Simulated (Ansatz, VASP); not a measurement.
## Two plane-wave programs on SrTiO3

```
CELL_PARAMETERS angstrom
3.85222 0.00000 0.00000
0.00000 3.85222 0.00000
0.00000 0.00000 3.85222
ATOMIC_POSITIONS crystal
Sr 0.00000 0.00000 0.00000
Ti 0.50000 0.50000 0.50000
O 0.00000 0.50000 0.50000
O 0.50000 0.00000 0.50000
O 0.50000 0.50000 0.00000
```

Change from the starting cell: volume scaled by 0.96, ions relaxed.

Alike in both runs: functional PBE; k mesh 8 × 8 × 8; occupations fermi-dirac, width 0.02 eV; no spin polarisation.

Ansatz relaxed the structure, and its values are those at the end. VASP's run is a single point on that final structure, the one shown.

```csv
,VASP,Ansatz
version,VASP 6.6.1,Ansatz 0.2.0
potentials or method,"VASP PAW PBE potentials, release 64 (Sr_sv, Ti_sv, O)","plane-wave PAW, scalar-relativistic"
plane-wave cutoff (eV),600,420
valence electrons in the cell,40,40
```

VASP gave:

- gap on the k mesh at the Fermi level (eV): 1.93
- pressure (GPa): 13.3

**Question.** Estimate Ansatz's values.

**Answer.** gap on the k mesh at the Fermi level (eV): 1.96; pressure (GPa): 12.7.

Ansatz's warnings: stress scf threshold loose.
